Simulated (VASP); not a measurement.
Write the native input for VASP 6.6.1 that does the following.

```yaml
Task: single point
Functional: PBE
Potentials_or_basis: VASP PAW PBE potentials, release 64 (Al, Ru_pv)
Cutoff: 520 eV
k_mesh: 18 × 18 × 18
Occupations: gaussian, width 0.15 eV
Spin: no spin polarisation
Dipole_correction: no
Further_INCAR_settings: ALGO = Fast; EDIFF = 1e-07; NBANDS = 16
```

The structure of AlRu lies in POSCAR:

```
AlRu
1.0
    2.8980505923      0.0000000000      0.0000000000
    0.0000000000      2.8980505923      0.0000000000
    0.0000000000      0.0000000000      3.1878556515
Al Ru
1 1
Direct
    0.0000000000      0.0000000000      0.0000000000
    0.5000000000      0.5000000000      0.5000000000
```

This cell differs from its parent crystal: ratio of the length along z to the lengths across it x 1.1, volume and fractional coordinates fixed.

These files were run (other wordings do the same):

INCAR

```
  ALGO = Fast
  EDIFF = 1E-7
  ENCUT = 520
  GGA = PE
  ISIF = 2
  ISMEAR = 0
  LASPH = T
  LCHARG = F
  LREAL = F
  LWAVE = F
  NBANDS = 16
  NELM = 60
  PREC = Accurate
  SIGMA = 0.15
```

KPOINTS

```
k-points
0
Gamma
  18 18 18
```

Potentials or basis: VASP PAW PBE potentials, release 64 (Al, Ru_pv).

Command:

```bash
$ cat potpaw_PBE.64/Al/POTCAR potpaw_PBE.64/Ru_pv/POTCAR > POTCAR
$ mpirun -np 1 vasp_std > vasp.out
```

It gave:

* Pressure: 3.5 GPa

It took 2.1 min on 1 thread of Intel Xeon 6975P-C, with other jobs on the host, peak memory 0.33 GiB.
